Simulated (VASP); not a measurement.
# Ca3CrSe4 (Pm-3m) in VASP: a series of runs

Ca3CrSe4 is run at these levels: PBE; tasks: single point, relaxation of cell and atoms.

Program: VASP 6.6.1. These are calculated values, not measurements. Logs are shortened: lines on timing, memory, paths and dates and some standing lists are left out, and cuts for length are marked.

## Step 1: The cell of the first run

It takes space group Pm-3m (No. 221, cubic). Conventional cell: a = 5.993 Å, b = 5.993 Å, c = 5.993 Å, α = 90.00°, β = 90.00°, γ = 90.00°. Ca (site symmetry 4/mmm) has 2 Cr at 3.00 Å and 4 Se at 3.00 Å within 3.9 Å. Cr (site symmetry m-3m) has 6 Ca at 3.00 Å within 3.9 Å. Within 3.9 Å of Se (site symmetry 4/mmm) lie 4 Ca at 3.00 Å and 2 Se at 3.00 Å. Se (site symmetry m-3m) has 6 Se at 3.00 Å within 3.9 Å.

The cell was built from a structure type or drawn by symmetry, and may not be a known phase.

## Step 2: Single point, PBE, collinear spin, ferromagnetic start

Input file INCAR:

```
SYSTEM = Ca3CrSe4
ALGO     = Normal         ! electronic algorithm
EDIFF    = 1E-6           ! SCF threshold, eV
ENCUT    = 520            ! plane-wave cutoff, eV
GGA      = PE             ! functional
ISIF     = 2              ! what is computed and relaxed
ISMEAR   = 0              ! smearing method
ISPIN    = 2              ! spin polarisation
LASPH    = .True.         ! aspherical terms in the spheres
LCHARG   = .True.         ! write CHGCAR
LELF     = .True.         ! ELF
LMAXMIX  = 4              ! l up to which the mixer works
LORBIT   = 11             ! projections on sites
LREAL    = .False.        ! projectors in reciprocal space
LVHAR    = .True.       
LWAVE    = .False.        ! write WAVECAR
MAGMOM   = 0 0 0 3 0 0 0 0 ! initial moments
NBANDS   = 47             ! bands
NELM     = 150            ! most SCF steps
PREC     = Accurate       ! precision mode
SIGMA    = 0.15           ! smearing width, eV
```

Input file KPOINTS:

```
k-points
0
Gamma
  2 2 2
  0 0 0
```

Input file POSCAR:

```
Ca3CrSe4
1.0
    5.9934924970      0.0000000000      0.0000000000
    0.0000000000      5.9934924970      0.0000000000
    0.0000000000      0.0000000000      5.9934924970
Ca Cr Se
3 1 4
Direct
    0.0000000000      0.5000000000      0.5000000000
    0.5000000000      0.0000000000      0.5000000000
    0.5000000000      0.5000000000      0.0000000000
    0.5000000000      0.5000000000      0.5000000000
    0.5000000000      0.0000000000      0.0000000000
    0.0000000000      0.5000000000      0.0000000000
    0.0000000000      0.0000000000      0.5000000000
    0.0000000000      0.0000000000      0.0000000000
```

Potentials or basis: VASP PAW PBE potentials, release 64 (Ca_sv, Cr_pv, Se).

The run is started by

```console
$ cat potpaw_PBE.64/Ca_sv/POTCAR potpaw_PBE.64/Cr_pv/POTCAR potpaw_PBE.64/Se/POTCAR > POTCAR
$ mpirun -np 1 vasp_std > vasp.out
```

OUTCAR:

```text
SYSTEM = Ca3CrSe4
   EDIFF = 1E-6
   ENCUT = 520
   GGA = PE
   ISIF = 2
   ISMEAR = 0
   ISPIN = 2
   LASPH = .True.
   LORBIT = 11
   LREAL = .False.
   NELM = 150
   PREC = Accurate

 ion  position               nearest neighbor table
   1  0.000  0.500  0.500-   4 3.00   4 3.00
   2  0.500  0.000  0.500-   4 3.00   4 3.00
   3  0.500  0.500  0.000-   4 3.00   4 3.00
   4  0.500  0.500  0.500-   1 3.00   2 3.00   3 3.00   3 3.00   2 3.00   1 3.00
   5  0.500  0.000  0.000-
   6  0.000  0.500  0.000-
   7  0.000  0.000  0.500-
   8  0.000  0.000  0.000-

  LATTYP: Found a simple cubic cell.
 ALAT       =     5.9934924970

  Lattice vectors:

 A1 = (   5.9934924970,   0.0000000000,   0.0000000000)
 A2 = (   0.0000000000,   5.9934924970,   0.0000000000)
 A3 = (   0.0000000000,   0.0000000000,   5.9934924970)

Analysis of symmetry for initial positions (statically):
=====================================================================
 Subroutine PRICEL returns:
 Original cell was already a primitive cell.

 Routine SETGRP: Setting up the symmetry group for a
 simple cubic supercell.

 Subroutine GETGRP returns: Found 48 space group operations
 (whereof 48 operations were pure point group operations)
 out of a pool of 48 trial point group operations.

The static configuration has the point symmetry O_h .

Analysis of symmetry for dynamics (positions and initial velocities):
=====================================================================
 Subroutine PRICEL returns:
 Original cell was already a primitive cell.

 Routine SETGRP: Setting up the symmetry group for a
 simple cubic supercell.

 Subroutine GETGRP returns: Found 48 space group operations
 (whereof 48 operations were pure point group operations)
 out of a pool of 48 trial point group operations.

The dynamic configuration has the point symmetry O_h .

Analysis of structural, dynamic, and magnetic symmetry:
=====================================================================
 Subroutine PRICEL returns:
 Original cell was already a primitive cell.

 Routine SETGRP: Setting up the symmetry group for a
 simple cubic supercell.

 Subroutine GETGRP returns: Found 48 space group operations
 (whereof 48 operations were pure point group operations)
 out of a pool of 48 trial point group operations.

The overall configuration has the point symmetry O_h .

 Subroutine INISYM returns: Found 48 space group operations
 (whereof 48 operations are pure point group operations),
 and found     1 'primitive' translations

----------------------------------------------------------------------------------------

                                     Primitive cell

  volume of cell :     215.2980

  direct lattice vectors                    reciprocal lattice vectors
     5.993492497  0.000000000  0.000000000     0.166847627  0.000000000  0.000000000
     0.000000000  5.993492497  0.000000000     0.000000000  0.166847627  0.000000000
     0.000000000  0.000000000  5.993492497     0.000000000  0.000000000  0.166847627

  length of vectors
     5.993492497  5.993492497  5.993492497     0.166847627  0.166847627  0.166847627

  position of ions in fractional coordinates (direct lattice)
     0.000000000  0.500000000  0.500000000
     0.500000000  0.000000000  0.500000000
     0.500000000  0.500000000  0.000000000
     0.500000000  0.500000000  0.500000000
     0.500000000  0.000000000  0.000000000
     0.000000000  0.500000000  0.000000000
     0.000000000  0.000000000  0.500000000
     0.000000000  0.000000000  0.000000000

  ion indices of the primitive-cell ions
   primitive index   ion index
                 1           1
                 2           2
                 3           3
                 4           4
                 5           5
                 6           6
                 7           7
                 8           8

----------------------------------------------------------------------------------------

 KPOINTS: k-points

Automatic generation of k-mesh.
 Grid dimensions read from file:
 generate k-points for:    2    2    2

 Generating k-lattice:

  Cartesian coordinates                     Fractional coordinates (reciprocal lattice)
     0.083423813  0.000000000  0.000000000     0.500000000  0.000000000  0.000000000
     0.000000000  0.083423813  0.000000000     0.000000000  0.500000000  0.000000000
     0.000000000  0.000000000  0.083423813     0.000000000  0.000000000  0.500000000

  Length of vectors
     0.083423813  0.083423813  0.083423813

  Shift w.r.t. Gamma in fractional coordinates (k-lattice)
     0.000000000  0.000000000  0.000000000

 Subroutine IBZKPT returns following result:
 ===========================================

 Found      4 irreducible k-points:

 Following reciprocal coordinates:
            Coordinates               Weight
  0.000000  0.000000  0.000000      1.000000
  0.500000  0.000000  0.000000      3.000000
  0.500000  0.500000  0.000000      3.000000
  0.500000  0.500000  0.500000      1.000000
   k-points           NKPTS =      4   k-points in BZ     NKDIM =      4   number of bands    NBANDS=     47
   number of dos      NEDOS =    301   number of ions     NIONS =      8
   total plane-waves  NPLWV = 110592
   dimension x,y,z NGX =    48 NGY =   48 NGZ =   48
   dimension x,y,z NGXF=    96 NGYF=   96 NGZF=   96
   ions per type =               3   1   4
   NGX,Y,Z   is equivalent  to a cutoff of  13.31, 13.31, 13.31 a.u.
   NGXF,Y,Z  is equivalent  to a cutoff of  26.63, 26.63, 26.63 a.u.
 SYSTEM =  Ca3CrSe4
   PREC   = accura    normal or accurate (medium, high low for compatibility)
   ISTART =      0    job   : 0-new  1-cont  2-samecut
   ICHARG =      2    charge: 1-file 2-atom 10-const
   ISPIN  =      2    spin polarized calculation?
   LNONCOLLINEAR =      F non collinear calculations
   LSORBIT =      F    spin-orbit coupling
   LASPH  =      T    aspherical Exc in radial PAW
   ENCUT  =  520.0 eV  38.22 Ry    6.18 a.u.  11.14 11.14 11.14*2*pi/ulx,y,z
   NELM   =    150;   NELMIN=  2; NELMDL= -5     # of ELM steps
   EDIFF  = 0.1E-05   stopping-criterion for ELM
   LREAL  =      F    real-space projection
   EDIFFG = 0.1E-04   stopping-criterion for IOM
   NSW    =      0    number of steps for IOM
   IBRION =     -1    ionic relax: 0-MD 1-quasi-New 2-CG
   NFREE  =      0    steps in history (QN), initial steepest desc. (CG)
   ISIF   =      2    stress and relaxation
   ISYM   =      2    0-nonsym 1-usesym 2-fastsym
   POTIM  = 0.5000    time-step for ionic-motion
   TEBEG  =    0.0;   TEEND  =   0.0 temperature during run
   PSTRESS=    0.0 pullay stress
   NELECT =      66.0000    total number of electrons
   NUPDOWN=      -1.0000    fix difference up-down
   EMIN   =  10.00;   EMAX   =-10.00  energy-range for DOS
   EFERMI =   0.00;   METHOD = LEGACY
   ISMEAR =     0;   SIGMA  =   0.15  broadening in eV -4-tet -1-fermi 0-gaus
   EFERMI_NEDOS =   21; number of points for ismear=-14 and -15
   IALGO  =     38    algorithm
   IMIX   =      4    mixing-type and parameters
     AMIX     =   0.40;   BMIX     =  1.00
     AMIX_MAG =   1.60;   BMIX_MAG =  1.00
  volume/ion in A,a.u.               =      26.91       181.61
  Fermi-wavevector in a.u.,A,eV,Ry     =   1.103849  2.085971 16.578450  1.218482
  Thomas-Fermi vector in A             =   2.240313
   LORBIT       =     11    0 simple, 1 ext, 2 COOP (PROOUT), +10 PAW based schemes
   GGA     = PE    functional components
   LHFCALC =     F    Hartree Fock is set to
   AEXX    =    0.0000 exact exchange contribution
   IVDW    =     0    specifies the selected vdW correction
   LEPSILON=     F    determine dielectric tensor
   LRPA    =     F    only Hartree local field effects (RPA)
 spin polarized calculation
 Gauss-broadening in eV      SIGMA  =   0.15
  energy-cutoff  :      520.00
  volume of cell :      215.30
 maximum number of plane-waves:      5832
 NGX is ok and might be reduce to    48
   NGX = 23   NGY = 23   NGZ = 23

 number of electron      65.9999987 magnetization       5.0964435

 Free energy of the ion-electron system (eV)
  ---------------------------------------------------
  ext. energy  EPLUGINS =         0.00000000
  ---------------------------------------------------
  free energy    TOTEN  =       -33.90637838 eV

  energy without entropy =      -33.87883381  energy(sigma->0) =      -33.89260610

 E-fermi :   3.1971     XC(G=0):  -9.0678

 val. band max:        3.0802788550   @ k =   0.5000   0.0000   0.0000
 cond. band min:       3.3023153004   @ k =   0.5000   0.0000   0.0000
 fundamental gap:      0.2220364454
 Fermi energy:         3.1971386811

 spin component 1

 k-point     1 :       0.0000    0.0000    0.0000
  band No.  band energies     occupation
      1     -41.1034      1.00000
      2     -41.1034      1.00000
      3     -41.1034      1.00000
      4     -38.0884      1.00000
      5     -38.0832      1.00000
      6     -38.0832      1.00000
[... 37 lines left out ...]
     44       6.3343      0.00000
     45       6.3343      0.00000
[... 102 lines left out ...]
      4     -38.0838      1.00000
      5     -38.0838      1.00000
      6     -38.0838      1.00000
[... 37 lines left out ...]
     44       7.2867      0.00000
     45       7.2868      0.00000
 Fermi energy:         3.1971386811

 spin component 2

 k-point     1 :       0.0000    0.0000    0.0000
  band No.  band energies     occupation
      1     -38.0657      1.00000
      2     -38.0606      1.00000
      3     -38.0606      1.00000
      4     -37.0506      1.00000
      5     -37.0506      1.00000
      6     -37.0506      1.00000
[... 37 lines left out ...]
     44       6.7968      0.00000
     45       6.7968      0.00000
[... 102 lines left out ...]
      4     -37.0473      1.00000
      5     -37.0473      1.00000
      6     -37.0473      1.00000
[... 37 lines left out ...]
     44       7.3964      0.00000
     45       7.3978      0.00000
 [bands above 45 left out]

------------------------ aborting loop because EDIFF is reached ----------------------------------------

  FORCE on cell =-STRESS in cart. coord.  units (eV):
  Direction    XX          YY          ZZ          XY          YZ          ZX
  --------------------------------------------------------------------------------------
  -------------------------------------------------------------------------------------
  Total        0.6057455      0.6057455      0.6057455     -0.0000000     -0.0000000      0.0000000
  in kB        4.5077609      4.5077609      4.5077609     -0.0000000     -0.0000000      0.0000000
  external PRESSURE =       4.5077609 kB  Pullay stress =       0.0000000 kB

 VOLUME and BASIS-vectors are now :
 -----------------------------------------------------------------------------
  energy-cutoff  :      520.00
  volume of cell :      215.30
      direct lattice vectors                 reciprocal lattice vectors
     5.993492497  0.000000000  0.000000000     0.166847627  0.000000000  0.000000000
     0.000000000  5.993492497  0.000000000     0.000000000  0.166847627  0.000000000
     0.000000000  0.000000000  5.993492497     0.000000000  0.000000000  0.166847627

 POSITION                                       TOTAL-FORCE (eV/Angst)
 -----------------------------------------------------------------------------------
      0.00000      2.99675      2.99675         0.000000      0.000000      0.000000
      2.99675      0.00000      2.99675         0.000000      0.000000      0.000000
      2.99675      2.99675      0.00000         0.000000      0.000000      0.000000
      2.99675      2.99675      2.99675         0.000000      0.000000      0.000000
      2.99675      0.00000      0.00000         0.000000      0.000000      0.000000
      0.00000      2.99675      0.00000         0.000000      0.000000      0.000000
      0.00000      0.00000      2.99675         0.000000      0.000000      0.000000
      0.00000      0.00000      0.00000         0.000000      0.000000      0.000000
 -----------------------------------------------------------------------------------
    total drift:                                0.000000     -0.000000     -0.000000

  FREE ENERGIE OF THE ION-ELECTRON SYSTEM (eV)
  ---------------------------------------------------
  free  energy   TOTEN  =       -33.9063783812 eV

  energy  without entropy=      -33.8788338126  energy(sigma->0) =      -33.89260610

 total charge

# of ion       s       p       d       tot
------------------------------------------
    1        2.041   5.850   0.228   8.119
    2        2.041   5.850   0.228   8.119
    3        2.041   5.850   0.228   8.119
    4        0.464   6.015   4.196  10.674
    5        1.466   2.320   0.017   3.802
    6        1.466   2.320   0.017   3.802
    7        1.466   2.320   0.017   3.802
    8        1.537   2.074   0.034   3.645
--------------------------------------------------
tot         12.521  32.599   4.965  50.084

 magnetization (x)

# of ion       s       p       d       tot
------------------------------------------
    1        0.003   0.006   0.018   0.027
    2        0.003   0.006   0.018   0.027
    3        0.003   0.006   0.018   0.027
    4        0.067   0.023   4.113   4.203
    5        0.001   0.008   0.000   0.009
    6        0.001   0.008   0.000   0.009
    7        0.001   0.008   0.000   0.009
    8        0.000   0.008  -0.000   0.008
--------------------------------------------------
tot          0.079   0.072   4.170   4.321
```

Wall time 2.1 min (1 thread of AMD EPYC 7R13, shared host); peak memory 0.4 GiB.

Results:

* Free energy: -33.9064 eV
* Pressure: 0.5 GPa
* Net moment: 5.10 μB per cell
* Site moments: Ca +0.03; Cr +4.20; Se +0.01 μB
* Valence electrons inside the program's atomic spheres: Ca 8.12; Cr 10.67; Se 3.80, 3.65 (each value once)

Caveat: the k points lie up to 0.52 Å⁻¹ apart; a cell with one magnetic atom can't hold antiferromagnetic order, which such compounds often take.

(Part 1 of 2 ends here.)
